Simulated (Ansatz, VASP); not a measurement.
## CaSe: VASP beside Ansatz

INCAR

```
SYSTEM = CaSe
PREC = Accurate
ENCUT = 520
EDIFF = 1E-6
ISMEAR = -5
SIGMA = 0.1
LREAL = .FALSE.
LASPH = .TRUE.
NELM = 60
ALGO = Normal
ISIF = 2
LWAVE = .FALSE.
LCHARG = .FALSE.
GGA = PS
NBANDS = 15
```

The input KPOINTS:

```
Automatic mesh
0
G
  6 6 6
  0 0 0
```

Contents of POSCAR:

```
CaSe
1.0
    0.0000000000      2.9344539877      2.9344539877
    2.9344539877      0.0000000000      2.9344539877
    2.9344539877      2.9344539877      0.0000000000
Ca Se
1 1
Direct
    0.0000000000      0.0000000000      0.0000000000
    0.5000000000      0.5000000000      0.5000000000
```

Input for Ansatz:

```yaml
crystal:
  lattice:
    - [0.0, 2.93445398767, 2.93445398767]
    - [2.93445398767, 0.0, 2.93445398767]
    - [2.93445398767, 2.93445398767, 0.0]
  atoms:
    - { symbol: Ca, position: [0.0, 0.0, 0.0] }
    - { symbol: Se, position: [0.5, 0.5, 0.5] }
kpoints:
  mp_grid: { grid: [6, 6, 6] }
scf:
  occupations: { method: tetrahedron }
  mixing: { preconditioner: resta }
hamiltonian:
  xc: pbesol
  pseudopotentials: { kind: all_electron, lapw: { basis_error: 0.001 } }
output:
  forces: true
  stress: true
  eigenvalues: true
  eigenstates:
    nscf_kmesh: { grid: [12, 12, 12] }
    de_dk: true
    e_range: [-9, 11.88018479937]
  optics:
    e_range: [0, 20]
    de: 0.2
    sigma: 0.15
    bands: { spectra_wanted_up_to: 20 }
    nscf_kmesh: { grid: [12, 12, 12] }
checkpoint:
  write: ck
  write_wavefunctions: false
accuracy: medium
```

Alike in both runs: task single point; functional PBEsol; k mesh 6 × 6 × 6; occupations tetrahedron; no spin polarisation.

```csv
,VASP,Ansatz
version,VASP 6.6.1,Ansatz 0.2.0
potentials or method,"VASP PAW PBE potentials, release 64 (Ca_sv, Se), cutoff 520 eV","all-electron LAPW, scalar-relativistic"
```

```csv
,VASP,Ansatz,Ansatz less VASP
gap on the k mesh at the Fermi level (eV),1.87,1.88,+0.012
pressure (GPa),0.2,0.0,-0.21
```

VASP's potentials were made for PBE, not for PBEsol. Ansatz ran all-electron here, and VASP with PAW potentials. Ansatz's warnings: band table not solved further, tetrahedron derivatives may miss energy slope.
